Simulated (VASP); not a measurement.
# Ag in VASP: density of states with LDA

Aim: the density of states of Ag with LDA.

All numbers are computed with VASP 6.6.1; they aren't measurements. Logs are shortened: lines on timing, memory, paths and dates and some standing lists are left out, and cuts for length are marked.

## 1. The cell of the first run

The cell holds a slab with vacuum, 3 atoms: a = 2.828 Å, b = 2.828 Å, c = 20.619 Å, α = 90.00°, β = 90.00°, γ = 120.00°.

## 2. Density of states, LDA

File POSCAR:

```
Ag
1.0
    2.8284417087      0.0000000000      0.0000000000
   -1.4142208543      2.4495023729      0.0000000000
    0.0000000000      0.0000000000     20.6188000000
Ag
3
Direct
    0.1666666665      0.3333333335      0.3879947920
    0.5000000005      0.9999999995      0.4999999997
    0.8333333335      0.6666666665      0.6120052080
```

File INCAR.step1:

```
PREC     = Accurate       # precision mode
ENCUT    = 520            # plane-wave cutoff, eV
EDIFF    = 1E-6           # SCF threshold, eV
ISMEAR   = -1             # smearing method
SIGMA    = 0.05           # smearing width, eV
LREAL    = F              # projectors in reciprocal space
LASPH    = T              # aspherical terms in the spheres
NELM     = 60             # most SCF steps
ALGO     = Normal         # electronic algorithm
ISIF     = 2              # what is computed and relaxed
LWAVE    = F              # write WAVECAR
LCHARG   = T              # write CHGCAR
LMAXMIX  = 4              # l up to which the mixer works
LDIPOL   = T            
IDIPOL   = 3            
DIPOL    = 0.5 0.5 0.500
NBANDS   = 24             # bands
```

File KPOINTS.step1:

```
Automatic mesh
0
Gamma
  13 13 1
```

File INCAR.step2:

```
PREC     = Accurate       # precision mode
ENCUT    = 520            # plane-wave cutoff, eV
EDIFF    = 1E-6           # SCF threshold, eV
ISMEAR   = -5             # smearing method
SIGMA    = 0.05           # smearing width, eV
LREAL    = F              # projectors in reciprocal space
LASPH    = T              # aspherical terms in the spheres
NELM     = 60             # most SCF steps
ALGO     = Normal         # electronic algorithm
ISIF     = 2              # what is computed and relaxed
LWAVE    = F              # write WAVECAR
LCHARG   = F              # write CHGCAR
LMAXMIX  = 4              # l up to which the mixer works
LDIPOL   = T            
IDIPOL   = 3            
DIPOL    = 0.5 0.5 0.500
LORBIT   = 11             # projections on sites
NBANDS   = 24             # bands
NEDOS    = 2001           # points of the DOS
ICHARG   = 11             # starting density
```

File KPOINTS.step2:

```
Automatic mesh
0
Gamma
  20 20 1
```

Potentials or basis: VASP PAW LDA potentials, release 64 (Ag).

The run is started by

```console
$ cat potpaw_LDA.64/Ag/POTCAR > POTCAR
$ cp INCAR.step1 INCAR
$ cp KPOINTS.step1 KPOINTS
$ mpirun -np 1 vasp_std > vasp.out
$ cp INCAR.step2 INCAR
$ cp KPOINTS.step2 KPOINTS
$ mpirun -np 1 vasp_std > vasp.out
```

OUTCAR:

```text
PREC = Accurate
   ENCUT = 520
   EDIFF = 1E-6
   ISMEAR = -5
   LREAL = F
   LASPH = T
   NELM = 60
   ISIF = 2
   LORBIT = 11
   ICHARG = 11

 ion  position               nearest neighbor table
   1  0.167  0.333  0.388-   2 2.83   2 2.83   2 2.83
   2  0.500  1.000  0.500-   1 2.83   1 2.83   1 2.83   3 2.83   3 2.83   3 2.83
   3  0.833  0.667  0.612-   2 2.83   2 2.83   2 2.83

  LATTYP: Found a hexagonal cell.
 ALAT       =     2.8284417087
 C/A-ratio  =     7.2898090622

  Lattice vectors:

 A1 = (   2.8284417087,   0.0000000000,   0.0000000000)
 A2 = (  -1.4142208543,   2.4495023729,   0.0000000000)
 A3 = (   0.0000000000,   0.0000000000,  20.6188000000)

Analysis of symmetry for initial positions (statically):
=====================================================================
 Subroutine PRICEL returns:
 Original cell was already a primitive cell.

 Routine SETGRP: Setting up the symmetry group for a
 hexagonal supercell.

 Subroutine GETGRP returns: Found 12 space group operations
 (whereof  4 operations were pure point group operations)
 out of a pool of 24 trial point group operations.

The static configuration has the point symmetry C_2h.
 The point group associated with its full space group is D_3d.

Analysis of symmetry for dynamics (positions and initial velocities):
=====================================================================
 Subroutine PRICEL returns:
 Original cell was already a primitive cell.

 Routine SETGRP: Setting up the symmetry group for a
 hexagonal supercell.

 Subroutine GETGRP returns: Found 12 space group operations
 (whereof  4 operations were pure point group operations)
 out of a pool of 24 trial point group operations.

The dynamic configuration has the point symmetry C_2h.
 The point group associated with its full space group is D_3d.

 Subroutine INISYM returns: Found 12 space group operations
 (whereof  4 operations are pure point group operations),
 and found     1 'primitive' translations

----------------------------------------------------------------------------------------

                                     Primitive cell

  volume of cell :     142.8527

  direct lattice vectors                    reciprocal lattice vectors
     2.828441709  0.000000000  0.000000000     0.353551568  0.204123093  0.000000000
    -1.414220854  2.449502373  0.000000000     0.000000000  0.408246185  0.000000000
     0.000000000  0.000000000 20.618800000     0.000000000  0.000000000  0.048499428

  length of vectors
     2.828441709  2.828441709 20.618800000     0.408246185  0.408246185  0.048499428

  position of ions in fractional coordinates (direct lattice)
     0.166666666  0.333333334  0.387994792
     0.500000001  0.999999999  0.500000000
     0.833333334  0.666666666  0.612005208

  ion indices of the primitive-cell ions
   primitive index   ion index
                 1           1
                 2           2
                 3           3

----------------------------------------------------------------------------------------

 KPOINTS: Automatic mesh

Automatic generation of k-mesh.
 Grid dimensions read from file:
 generate k-points for:   20   20    1

 Generating k-lattice:

  Cartesian coordinates                     Fractional coordinates (reciprocal lattice)
     0.017677578  0.010206155  0.000000000     0.050000000  0.000000000  0.000000000
     0.000000000  0.020412309  0.000000000     0.000000000  0.050000000  0.000000000
     0.000000000  0.000000000  0.048499428     0.000000000  0.000000000  1.000000000

  Length of vectors
     0.020412309  0.020412309  0.048499428

  Shift w.r.t. Gamma in fractional coordinates (k-lattice)
     0.000000000  0.000000000  0.000000000

 TETIRR: Found    210 inequivalent tetrahedra from     2400

 Subroutine IBZKPT returns following result:
 ===========================================

 Found     44 irreducible k-points:

 Following reciprocal coordinates:
            Coordinates               Weight
  0.000000  0.000000  0.000000      1.000000
  0.050000  0.000000  0.000000      6.000000
  0.100000  0.000000  0.000000      6.000000
  0.150000 -0.000000  0.000000      6.000000
  0.200000  0.000000  0.000000      6.000000
  0.250000 -0.000000  0.000000      6.000000
[... 16 lines left out ...]
  0.200000  0.100000  0.000000     12.000000
  0.250000  0.100000  0.000000     12.000000
 [... further k-points ...]
   k-points           NKPTS =     44   k-points in BZ     NKDIM =     44   number of bands    NBANDS=     24
   number of dos      NEDOS =   2001   number of ions     NIONS =      3
   total plane-waves  NPLWV =  92160
   dimension x,y,z NGX =    24 NGY =   24 NGZ =  160
   dimension x,y,z NGXF=    48 NGYF=   48 NGZF=  320
   ions per type =               3
   NGX,Y,Z   is equivalent  to a cutoff of  14.11, 14.11, 12.90 a.u.
   NGXF,Y,Z  is equivalent  to a cutoff of  28.21, 28.21, 25.80 a.u.
 SYSTEM =  unknown system
   PREC   = accura    normal or accurate (medium, high low for compatibility)
   ISTART =      0    job   : 0-new  1-cont  2-samecut
   ICHARG =     11    charge: 1-file 2-atom 10-const
   ISPIN  =      1    spin polarized calculation?
   LNONCOLLINEAR =      F non collinear calculations
   LSORBIT =      F    spin-orbit coupling
   LASPH  =      T    aspherical Exc in radial PAW
   ENCUT  =  520.0 eV  38.22 Ry    6.18 a.u.   5.26  5.26 38.34*2*pi/ulx,y,z
   NELM   =     60;   NELMIN=  2; NELMDL=  0     # of ELM steps
   EDIFF  = 0.1E-05   stopping-criterion for ELM
   LREAL  =      F    real-space projection
   EDIFFG = 0.1E-04   stopping-criterion for IOM
   NSW    =      0    number of steps for IOM
   IBRION =     -1    ionic relax: 0-MD 1-quasi-New 2-CG
   NFREE  =      0    steps in history (QN), initial steepest desc. (CG)
   ISIF   =      2    stress and relaxation
   ISYM   =      2    0-nonsym 1-usesym 2-fastsym
   POTIM  = 0.5000    time-step for ionic-motion
   TEBEG  =    0.0;   TEEND  =   0.0 temperature during run
   PSTRESS=    0.0 pullay stress
   NELECT =      33.0000    total number of electrons
   NUPDOWN=      -1.0000    fix difference up-down
   EMIN   =  10.00;   EMAX   =-10.00  energy-range for DOS
   EFERMI =   0.00;   METHOD = LEGACY
   ISMEAR =    -5;   SIGMA  =   0.05  broadening in eV -4-tet -1-fermi 0-gaus
   EFERMI_NEDOS =   21; number of points for ismear=-14 and -15
   IALGO  =     38    algorithm
   IMIX   =      4    mixing-type and parameters
     AMIX     =   0.40;   BMIX     =  1.00
     AMIX_MAG =   1.60;   BMIX_MAG =  1.00
  volume/ion in A,a.u.               =      47.62       321.34
  Fermi-wavevector in a.u.,A,eV,Ry     =   1.004500  1.898230 13.728557  1.009020
  Thomas-Fermi vector in A             =   2.137120
   LORBIT       =     11    0 simple, 1 ext, 2 COOP (PROOUT), +10 PAW based schemes
   GGA     = CA    functional components
   LHFCALC =     F    Hartree Fock is set to
   AEXX    =    0.0000 exact exchange contribution
   IVDW    =     0    specifies the selected vdW correction
   LEPSILON=     F    determine dielectric tensor
   LRPA    =     F    only Hartree local field effects (RPA)
 non-spin polarized calculation
 Fermi weights with tetrahedron method with Bloechl corrections
  energy-cutoff  :      520.00
  volume of cell :      142.85
 maximum number of plane-waves:      3876
 NGX is ok and might be reduce to    24

 number of electron      33.0000007 magnetization

 dipolmoment           0.000000      0.000000     -0.000000 electrons x Angstroem

 Free energy of the ion-electron system (eV)
  ---------------------------------------------------
  ext. energy  EPLUGINS =         0.00000000
  ---------------------------------------------------
  free energy    TOTEN  =       -10.34219145 eV

  energy without entropy =      -10.34219145  energy(sigma->0) =      -10.34219145

 E-fermi :  -0.2272     XC(G=0):  -5.2497

 val. band max:       -0.2353450444   @ k =   0.4000   0.1000   0.0000
 cond. band min:      -0.1766962743   @ k =   0.2000   0.0500   0.0000
 fundamental gap:      0.0586487701
 Fermi energy:        -0.2271591312

 k-point     1 :       0.0000    0.0000    0.0000
  band No.  band energies     occupation
      1      -7.9058      2.00000
      2      -6.8343      2.00000
      3      -6.7132      2.00000
      4      -5.2112      2.00000
      5      -5.1753      2.00000
      6      -5.1753      2.00000
[... 16 lines left out ...]
     23       6.9539      0.00000
     24       7.1904      0.00000

 k-point     2 :       0.0500    0.0000    0.0000
  band No.  band energies     occupation
      1      -7.8338      2.00000
      2      -6.7835      2.00000
      3      -6.6471      2.00000
      4      -5.2087      2.00000
      5      -5.2062      2.00000
      6      -5.1368      2.00000
[... 16 lines left out ...]
     23       7.0167      0.00000
     24       7.2428      0.00000

 k-point     3 :       0.1000    0.0000    0.0000
  band No.  band energies     occupation
      1      -7.6253      2.00000
      2      -6.6416      2.00000
      3      -6.4609      2.00000
      4      -5.2934      2.00000
      5      -5.2167      2.00000
      6      -5.1352      2.00000
[... 16 lines left out ...]
     23       7.2049      0.00000
     24       7.4013      0.00000

 k-point     4 :       0.1500   -0.0000    0.0000
  band No.  band energies     occupation
      1      -7.3070      2.00000
      2      -6.4498      2.00000
      3      -6.2000      2.00000
      4      -5.4310      2.00000
      5      -5.3379      2.00000
      6      -5.1682      2.00000
[... 16 lines left out ...]
     23       7.5176      0.00000
     24       7.6701      0.00000

 k-point     5 :       0.2000    0.0000    0.0000
  band No.  band energies     occupation
      1      -6.9455      2.00000
      2      -6.3038      2.00000
      3      -5.9648      2.00000
      4      -5.6239      2.00000
      5      -5.4534      2.00000
      6      -5.1094      2.00000
[... 451 lines left out ...]
 k-point    22 :       0.1500    0.1000    0.0000
  band No.  band energies     occupation
      1      -6.7721      2.00000
      2      -6.1549      2.00000
      3      -5.8713      2.00000
      4      -5.6915      2.00000
      5      -5.4521      2.00000
      6      -5.1969      2.00000
[... 16 lines left out ...]
     23       8.1415      0.00000
     24       8.2226      0.00000

 k-point    23 :       0.2000    0.1000    0.0000
  band No.  band energies     occupation
      1      -6.4917      2.00000
      2      -6.1404      2.00000
      3      -5.9319      2.00000
      4      -5.6269      2.00000
      5      -5.5763      2.00000
      6      -5.1380      2.00000
[... 16 lines left out ...]
     23       8.6891      0.00000
     24       8.7338      0.00000

 k-point    24 :       0.2500    0.1000    0.0000
  band No.  band energies     occupation
      1      -6.4012      2.00000
      2      -6.2305      2.00000
      3      -6.1182      2.00000
      4      -5.7343      2.00000
      5      -5.3889      2.00000
      6      -5.2018      2.00000
[... 16 lines left out ...]
     23       8.3927      0.00000
     24       9.3235      0.00000

 [... further k-points ...]

------------------------ aborting loop because EDIFF is reached ----------------------------------------

 vacuum level on the upper side and lower side of the slab       (xc-potential included)        -0.219        -0.219

  FORCE on cell =-STRESS in cart. coord.  units (eV):
  Direction    XX          YY          ZZ          XY          YZ          ZX
  --------------------------------------------------------------------------------------
  -------------------------------------------------------------------------------------
  Total       -1.4401532     -1.4401532      0.2824566     -0.0000000     -0.0000000      0.0000000
  in kB      -16.1521668    -16.1521668      3.1679177     -0.0000000     -0.0000000      0.0000000
  external PRESSURE =      -9.7121387 kB  Pullay stress =       0.0000000 kB

 VOLUME and BASIS-vectors are now :
 -----------------------------------------------------------------------------
  energy-cutoff  :      520.00
  volume of cell :      142.85
      direct lattice vectors                 reciprocal lattice vectors
     2.828441709  0.000000000  0.000000000     0.353551568  0.204123093  0.000000000
    -1.414220854  2.449502373  0.000000000     0.000000000  0.408246185  0.000000000
     0.000000000  0.000000000 20.618800000     0.000000000  0.000000000  0.048499428

 POSITION                                       TOTAL-FORCE (eV/Angst)
 -----------------------------------------------------------------------------------
     -0.00000      0.81650      7.99999        -0.000000      0.000000      0.061531
      0.00000      2.44950     10.30940         0.000000      0.000000      0.000000
      1.41422      1.63300     12.61881         0.000000     -0.000000     -0.061531
 -----------------------------------------------------------------------------------
    total drift:                                0.000002     -0.000001     -0.000008

  FREE ENERGIE OF THE ION-ELECTRON SYSTEM (eV)
  ---------------------------------------------------
  free  energy   TOTEN  =       -10.3421914489 eV

  energy  without entropy=      -10.3421914489  energy(sigma->0) =      -10.34219145

 vacuum level on the upper side and lower side of the slab         4.546         4.546

 total charge

# of ion       s       p       d       tot
------------------------------------------
    1        0.450   0.260   9.162   9.872
    2        0.438   0.332   9.163   9.933
    3        0.450   0.260   9.162   9.872
--------------------------------------------------
tot          1.338   0.853  27.488  29.678
```

Run time: 4.5 min. Hardware: 1 thread of AMD EPYC 7R13, shared host; peak memory 0.24 GiB.

What came out:

```yaml
Valence_electrons_inside_the_program's_atomic_spheres: Ag 9.87, 9.93
```

Levels at points of the mesh, in eV from the Fermi level:
| k point | band 14 | band 15 | band 16 | band 17 | band 18 | band 19 | band 20 | band 21 |
| --- | --- | --- | --- | --- | --- | --- | --- | --- |
| (0.00, 0.00, 0.00) | -3.41 | -3.41 | -3.03 | -3.03 | -1.49 | 0.22 | 4.44 | 4.99 |
| (0.50, 0.00, 0.00) | -2.69 | -2.66 | 0.22 | 1.28 | 1.60 | 4.45 | 5.16 | 5.95 |

Caveat: tetrahedron occupations give inexact forces and stress in metals.
